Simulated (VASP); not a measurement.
# GaP (F-43m) in VASP: notebook

Runs on GaP. Level: LDA. Tasks: single point.

Everything below comes from runs of VASP 6.6.1. Logs are shortened: lines on timing, memory, paths and dates and some standing lists are left out, and cuts for length are marked.

**What was measured.**

From “Stacking defects in GaP nanowires: Electronic structure and optical properties”, 2018, arxiv:1810.01194, for a bulk crystal of GaP at 10 K: band gap 2.34 eV (indirect).

The results are compared with them further down.

## (1) The cell of the first run

Symmetry: F-43m, No. 216, cubic system. The conventional cell has a = 5.451 Å, b = 5.451 Å, c = 5.451 Å, α = 90.00°, β = 90.00°, γ = 90.00°. Within 3.1 Å of Ga (site symmetry -43m) lie 4 P at 2.36 Å. Within 3.1 Å of P (site symmetry -43m) lie 4 Ga at 2.36 Å.

## (2) Single point, LDA

The input, INCAR:

```
SYSTEM = GaP
PREC = Accurate
ENCUT = 520
EDIFF = 1E-6
ISMEAR = 0
SIGMA = 0.01
LREAL = .FALSE.
LASPH = .TRUE.
NELM = 80
ALGO = Normal
ISIF = 2
LWAVE = .FALSE.
LCHARG = .FALSE.
NBANDS = 16
```

The input, KPOINTS:

```
Automatic mesh
0
G
  8 8 8
  0 0 0
```

The input, POSCAR:

```
GaP
1.0
    0.0000000000      2.7252500000      2.7252500000
    2.7252500000      0.0000000000      2.7252500000
    2.7252500000      2.7252500000      0.0000000000
Ga P
1 1
Direct
    0.0000000000      0.0000000000      0.0000000000
    0.2500000000      0.2500000000      0.2500000000
```

Potentials or basis: VASP PAW LDA potentials, release 64 (Ga_d, P).

Run with:

```console
cat potpaw_LDA.64/Ga_d/POTCAR potpaw_LDA.64/P/POTCAR > POTCAR
mpirun -np 1 vasp_std > vasp.out
```

OUTCAR:

```text
SYSTEM = GaP
   PREC = Accurate
   ENCUT = 520
   EDIFF = 1E-6
   ISMEAR = 0
   LREAL = .FALSE.
   LASPH = .TRUE.
   NELM = 80
   ISIF = 2

 ion  position               nearest neighbor table
   1  0.000  0.000  0.000-   2 2.36   2 2.36   2 2.36   2 2.36
   2  0.250  0.250  0.250-   1 2.36   1 2.36   1 2.36   1 2.36

  LATTYP: Found a face centered cubic cell.
 ALAT       =     5.4505000000

  Lattice vectors:

 A1 = (   0.0000000000,   2.7252500000,   2.7252500000)
 A2 = (   2.7252500000,   0.0000000000,   2.7252500000)
 A3 = (   2.7252500000,   2.7252500000,   0.0000000000)

Analysis of symmetry for initial positions (statically):
=====================================================================
 Subroutine PRICEL returns:
 Original cell was already a primitive cell.

 Routine SETGRP: Setting up the symmetry group for a
 face centered cubic supercell.

 Subroutine GETGRP returns: Found 24 space group operations
 (whereof 24 operations were pure point group operations)
 out of a pool of 48 trial point group operations.

The static configuration has the point symmetry T_d .

Analysis of symmetry for dynamics (positions and initial velocities):
=====================================================================
 Subroutine PRICEL returns:
 Original cell was already a primitive cell.

 Routine SETGRP: Setting up the symmetry group for a
 face centered cubic supercell.

 Subroutine GETGRP returns: Found 24 space group operations
 (whereof 24 operations were pure point group operations)
 out of a pool of 48 trial point group operations.

The dynamic configuration has the point symmetry T_d .

 Subroutine INISYM returns: Found 24 space group operations
 (whereof 24 operations are pure point group operations),
 and found     1 'primitive' translations

----------------------------------------------------------------------------------------

                                     Primitive cell

  volume of cell :      40.4808

  direct lattice vectors                    reciprocal lattice vectors
     0.000000000  2.725250000  2.725250000    -0.183469406  0.183469406  0.183469406
     2.725250000  0.000000000  2.725250000     0.183469406 -0.183469406  0.183469406
     2.725250000  2.725250000  0.000000000     0.183469406  0.183469406 -0.183469406

  length of vectors
     3.854085511  3.854085511  3.854085511     0.317778334  0.317778334  0.317778334

  position of ions in fractional coordinates (direct lattice)
     0.000000000  0.000000000  0.000000000
     0.250000000  0.250000000  0.250000000

  ion indices of the primitive-cell ions
   primitive index   ion index
                 1           1
                 2           2

----------------------------------------------------------------------------------------

 KPOINTS: Automatic mesh

Automatic generation of k-mesh.
 Grid dimensions read from file:
 generate k-points for:    8    8    8

 Generating k-lattice:

  Cartesian coordinates                     Fractional coordinates (reciprocal lattice)
    -0.022933676  0.022933676  0.022933676     0.125000000  0.000000000  0.000000000
     0.022933676 -0.022933676  0.022933676     0.000000000  0.125000000  0.000000000
     0.022933676  0.022933676 -0.022933676     0.000000000  0.000000000  0.125000000

  Length of vectors
     0.039722292  0.039722292  0.039722292

  Shift w.r.t. Gamma in fractional coordinates (k-lattice)
     0.000000000  0.000000000  0.000000000

 Subroutine IBZKPT returns following result:
 ===========================================

 Found     29 irreducible k-points:

 Following reciprocal coordinates:
            Coordinates               Weight
  0.000000  0.000000  0.000000      1.000000
  0.125000  0.000000  0.000000      8.000000
  0.250000  0.000000  0.000000      8.000000
  0.375000  0.000000  0.000000      8.000000
  0.500000  0.000000  0.000000      4.000000
  0.125000  0.125000  0.000000      6.000000
[... 16 lines left out ...]
  0.500000  0.250000  0.125000     48.000000
 -0.375000  0.250000  0.125000     24.000000
 [... further k-points ...]
   k-points           NKPTS =     29   k-points in BZ     NKDIM =     29   number of bands    NBANDS=     16
   number of dos      NEDOS =    301   number of ions     NIONS =      2
   total plane-waves  NPLWV =  27000
   dimension x,y,z NGX =    30 NGY =   30 NGZ =   30
   dimension x,y,z NGXF=    60 NGYF=   60 NGZF=   60
   ions per type =               1   1
   NGX,Y,Z   is equivalent  to a cutoff of  12.94, 12.94, 12.94 a.u.
   NGXF,Y,Z  is equivalent  to a cutoff of  25.88, 25.88, 25.88 a.u.
 SYSTEM =  GaP
   PREC   = accura    normal or accurate (medium, high low for compatibility)
   ISTART =      0    job   : 0-new  1-cont  2-samecut
   ICHARG =      2    charge: 1-file 2-atom 10-const
   ISPIN  =      1    spin polarized calculation?
   LNONCOLLINEAR =      F non collinear calculations
   LSORBIT =      F    spin-orbit coupling
   LASPH  =      T    aspherical Exc in radial PAW
   ENCUT  =  520.0 eV  38.22 Ry    6.18 a.u.   7.17  7.17  7.17*2*pi/ulx,y,z
   NELM   =     80;   NELMIN=  2; NELMDL= -5     # of ELM steps
   EDIFF  = 0.1E-05   stopping-criterion for ELM
   LREAL  =      F    real-space projection
   EDIFFG = 0.1E-04   stopping-criterion for IOM
   NSW    =      0    number of steps for IOM
   IBRION =     -1    ionic relax: 0-MD 1-quasi-New 2-CG
   NFREE  =      0    steps in history (QN), initial steepest desc. (CG)
   ISIF   =      2    stress and relaxation
   ISYM   =      2    0-nonsym 1-usesym 2-fastsym
   POTIM  = 0.5000    time-step for ionic-motion
   TEBEG  =    0.0;   TEEND  =   0.0 temperature during run
   PSTRESS=    0.0 pullay stress
   NELECT =      18.0000    total number of electrons
   NUPDOWN=      -1.0000    fix difference up-down
   EMIN   =  10.00;   EMAX   =-10.00  energy-range for DOS
   EFERMI =   0.00;   METHOD = LEGACY
   ISMEAR =     0;   SIGMA  =   0.01  broadening in eV -4-tet -1-fermi 0-gaus
   EFERMI_NEDOS =   21; number of points for ismear=-14 and -15
   IALGO  =     38    algorithm
   IMIX   =      4    mixing-type and parameters
     AMIX     =   0.40;   BMIX     =  1.00
     AMIX_MAG =   1.60;   BMIX_MAG =  1.00
  volume/ion in A,a.u.               =      20.24       136.59
  Fermi-wavevector in a.u.,A,eV,Ry     =   1.249538  2.361284 21.243377  1.561344
  Thomas-Fermi vector in A             =   2.383574
   LORBIT       =      0    0 simple, 1 ext, 2 COOP (PROOUT), +10 PAW based schemes
   GGA     = CA    functional components
   LHFCALC =     F    Hartree Fock is set to
   AEXX    =    0.0000 exact exchange contribution
   IVDW    =     0    specifies the selected vdW correction
   LEPSILON=     F    determine dielectric tensor
   LRPA    =     F    only Hartree local field effects (RPA)
 non-spin polarized calculation
 Gauss-broadening in eV      SIGMA  =   0.01
  energy-cutoff  :      520.00
  volume of cell :       40.48
 maximum number of plane-waves:      1106
 NGX is ok and might be reduce to    30
   NGX = 15   NGY = 15   NGZ = 15

 number of electron      17.9999989 magnetization

 Free energy of the ion-electron system (eV)
  ---------------------------------------------------
  ext. energy  EPLUGINS =         0.00000000
  ---------------------------------------------------
  free energy    TOTEN  =       -10.44024256 eV

  energy without entropy =      -10.44024256  energy(sigma->0) =      -10.44024256

 E-fermi :   4.5468     XC(G=0): -10.1642

 val. band max:        4.5049780218   @ k =   0.0000   0.0000   0.0000
 cond. band min:       5.9979563824   @ k =   0.3750   0.3750   0.0000
 fundamental gap:      1.4929783606
 Fermi energy:         4.5467696993

 k-point     1 :       0.0000    0.0000    0.0000
  band No.  band energies     occupation
      1     -10.1999      2.00000
      2     -10.1999      2.00000
      3     -10.1999      2.00000
      4     -10.1018      2.00000
      5     -10.1018      2.00000
      6      -8.0045      2.00000
[... 8 lines left out ...]
     15      14.3025      0.00000
     16      14.3025      0.00000

 k-point     2 :       0.1250    0.0000    0.0000
  band No.  band energies     occupation
      1     -10.2123      2.00000
      2     -10.1953      2.00000
      3     -10.1953      2.00000
      4     -10.1019      2.00000
      5     -10.1019      2.00000
      6      -7.8023      2.00000
[... 8 lines left out ...]
     15      13.6384      0.00000
     16      13.9185      0.00000

 k-point     3 :       0.2500    0.0000    0.0000
  band No.  band energies     occupation
      1     -10.2400      2.00000
      2     -10.1855      2.00000
      3     -10.1855      2.00000
      4     -10.1006      2.00000
      5     -10.1006      2.00000
      6      -7.2272      2.00000
[... 8 lines left out ...]
     15      13.4371      0.00000
     16      14.1736      0.00000

 k-point     4 :       0.3750    0.0000    0.0000
  band No.  band energies     occupation
      1     -10.2654      2.00000
      2     -10.1779      2.00000
      3     -10.1779      2.00000
      4     -10.0969      2.00000
      5     -10.0969      2.00000
      6      -6.4199      2.00000
[... 8 lines left out ...]
     15      14.6323      0.00000
     16      14.6323      0.00000
[... 324 lines left out ...]
 k-point    22 :       0.3750    0.2500    0.1250
  band No.  band energies     occupation
      1     -10.2620      2.00000
      2     -10.1738      2.00000
      3     -10.1698      2.00000
      4     -10.1126      2.00000
      5     -10.0929      2.00000
      6      -6.7364      2.00000
[... 8 lines left out ...]
     15      15.5566      0.00000
     16      16.7006      0.00000

 k-point    23 :       0.5000    0.2500    0.1250
  band No.  band energies     occupation
      1     -10.2762      2.00000
      2     -10.1703      2.00000
      3     -10.1608      2.00000
      4     -10.1105      2.00000
      5     -10.0930      2.00000
      6      -5.9735      2.00000
[... 8 lines left out ...]
     15      15.8877      0.00000
     16      17.2289      0.00000

 k-point    24 :      -0.3750    0.2500    0.1250
  band No.  band energies     occupation
      1     -10.2814      2.00000
      2     -10.1699      2.00000
      3     -10.1576      2.00000
      4     -10.1070      2.00000
      5     -10.0947      2.00000
      6      -5.5081      2.00000
[... 8 lines left out ...]
     15      16.3844      0.00000
     16      16.8976      0.00000

 [... further k-points ...]

------------------------ aborting loop because EDIFF is reached ----------------------------------------

  FORCE on cell =-STRESS in cart. coord.  units (eV):
  Direction    XX          YY          ZZ          XY          YZ          ZX
  --------------------------------------------------------------------------------------
  -------------------------------------------------------------------------------------
  Total       -0.6766212     -0.6766212     -0.6766212     -0.0000000      0.0000000     -0.0000000
  in kB      -26.7797877    -26.7797877    -26.7797877     -0.0000000      0.0000000     -0.0000000
  external PRESSURE =     -26.7797877 kB  Pullay stress =       0.0000000 kB

 VOLUME and BASIS-vectors are now :
 -----------------------------------------------------------------------------
  energy-cutoff  :      520.00
  volume of cell :       40.48
      direct lattice vectors                 reciprocal lattice vectors
     0.000000000  2.725250000  2.725250000    -0.183469406  0.183469406  0.183469406
     2.725250000  0.000000000  2.725250000     0.183469406 -0.183469406  0.183469406
     2.725250000  2.725250000  0.000000000     0.183469406  0.183469406 -0.183469406

 POSITION                                       TOTAL-FORCE (eV/Angst)
 -----------------------------------------------------------------------------------
      0.00000      0.00000      0.00000        -0.000000     -0.000000     -0.000000
      1.36262      1.36262      1.36262         0.000000      0.000000      0.000000
 -----------------------------------------------------------------------------------
    total drift:                                0.000000      0.000000      0.000000

  FREE ENERGIE OF THE ION-ELECTRON SYSTEM (eV)
  ---------------------------------------------------
  free  energy   TOTEN  =       -10.4402425572 eV

  energy  without entropy=      -10.4402425572  energy(sigma->0) =      -10.44024256
```

Run time: 12 s. Hardware: 1 thread of Intel Xeon 6975P-C (Granite Rapids), shared host; peak memory 0.15 GiB.

Results:

- Free energy: -10.4402 eV
- Pressure: -2.7 GPa
- Band gap on the k mesh: 1.49 eV, indirect (least direct gap 1.64 eV)

Levels at points of the mesh, in eV from the valence-band top:
```tsv
k point	band 5	band 6	band 7	band 8	band 9	band 10	band 11	band 12	band 13	band 14
(0.00, 0.00, 0.00)	-14.61	-12.51	0.00	0.00	0.00	1.64	3.79	3.79	3.79	8.49
(0.50, 0.00, 0.00)	-14.60	-10.43	-6.71	-1.13	-1.13	1.52	4.63	4.63	8.05	10.64
(0.50, 0.50, 0.00)	-14.59	-9.51	-6.84	-2.71	-2.71	1.50	1.68	10.45	10.45	10.96
```

## (3) Single point, LDA

The input, INCAR:

```
  ALGO = Normal
  EDIFF = 1E-6
  ENCUT = 520
  GGA = CA
  ISIF = 2
  ISMEAR = 0
  LASPH = T
  LCHARG = F
  LREAL = F
  LWAVE = F
  NBANDS = 16
  NELM = 100
  PREC = Accurate
  SIGMA = 0.01
```

The input, KPOINTS:

```
k-points
0
Gamma
  8 8 8
```

POSCAR is that of step 2.

Potentials or basis: VASP PAW LDA potentials, release 64 (Ga_d, P).

Run with:

```console
cat potpaw_LDA.64/Ga_d/POTCAR potpaw_LDA.64/P/POTCAR > POTCAR
mpirun -np 1 vasp_std > vasp.out
```

Run time: 10 s. Hardware: 1 thread of Intel Xeon 6975P-C (Granite Rapids), shared host; peak memory 0.15 GiB.

The run converged. Its results:

```yaml
Free_energy: -10.4402 eV
Pressure: -2.7 GPa
Band_gap_on_the_k_mesh: 1.49 eV, indirect (least direct gap 1.64 eV)
```

Levels at points of the mesh, in eV from the valence-band top:
| k point | band 6 | band 7 | band 8 | band 9 | band 10 | band 11 | band 12 | band 13 |
| --- | --- | --- | --- | --- | --- | --- | --- | --- |
| (0.00, 0.00, 0.00) | -12.51 | 0.00 | 0.00 | 0.00 | 1.64 | 3.79 | 3.79 | 3.79 |
| (0.50, 0.00, 0.00) | -10.43 | -6.71 | -1.13 | -1.13 | 1.52 | 4.63 | 4.63 | 8.05 |
| (0.50, 0.50, 0.00) | -9.51 | -6.84 | -2.71 | -2.71 | 1.50 | 1.68 | 10.45 | 10.45 |

## (4) Against experiment

Step 2. Measured gap of GaP: 2.34 eV (indirect; 10 K; quoted in “Stacking defects in GaP nanowires: Electronic structure and optical properties”, 2018, arxiv:1810.01194). This calculation gives 1.49 eV (-0.85 eV). Spin-orbit coupling on Ga is left out. The value is that of LDA on a finite k mesh, which can miss the band edges, without temperature or zero-point motion. Semilocal functionals fall short of measured gaps as a rule.

Step 3. Measured gap of GaP: 2.34 eV (indirect; 10 K; quoted in “Stacking defects in GaP nanowires: Electronic structure and optical properties”, 2018, arxiv:1810.01194). This calculation gives 1.49 eV (-0.85 eV). Spin-orbit coupling on Ga is left out. The value is that of LDA on a finite k mesh, which can miss the band edges, without temperature or zero-point motion. Semilocal functionals fall short of measured gaps as a rule.
